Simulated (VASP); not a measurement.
A run of VASP 6.6.1 is set up as follows.

File INCAR:

```
SYSTEM = Ag
PREC = Accurate ; ENCUT = 520
EDIFF = 1E-6 ; ISMEAR = 0
SIGMA = 0.15 ; LREAL = .FALSE.
LASPH = .TRUE. ; NELM = 60
ALGO = Normal ; ISIF = 2
LWAVE = .FALSE. ; LCHARG = .FALSE.
GGA = PS ; NBANDS = 12
```

File KPOINTS:

```
Automatic mesh
0
G
  20 20 20
  0 0 0
```

POSCAR

```
Ag
1.0
    0.0000000000      2.2065480000      1.8796520000
    2.2065480000      0.0000000000      1.8796520000
    2.2065480000      2.2065480000      0.0000000000
Ag
1
Direct
    0.0000000000      0.0000000000      0.0000000000
```

Potentials or basis: VASP PAW PBE potentials, release 64 (Ag).

Command:

```bash
$ cat potpaw_PBE.64/Ag/POTCAR > POTCAR
$ mpirun -np 1 vasp_std > vasp.out
```

(1) Predict the band gap on the k mesh.

(2) Predict the pressure.

Results:

(1) zero (an odd number of electrons rules out a gap without spin polarisation).

(2) -8.2 GPa.

Caveat: the cell differs from its parent crystal (strain +0.080 along x and y, -0.080 along z); the cell stands under tension; the PAW data sets were made with another functional, which shifts forces and pressure a little.
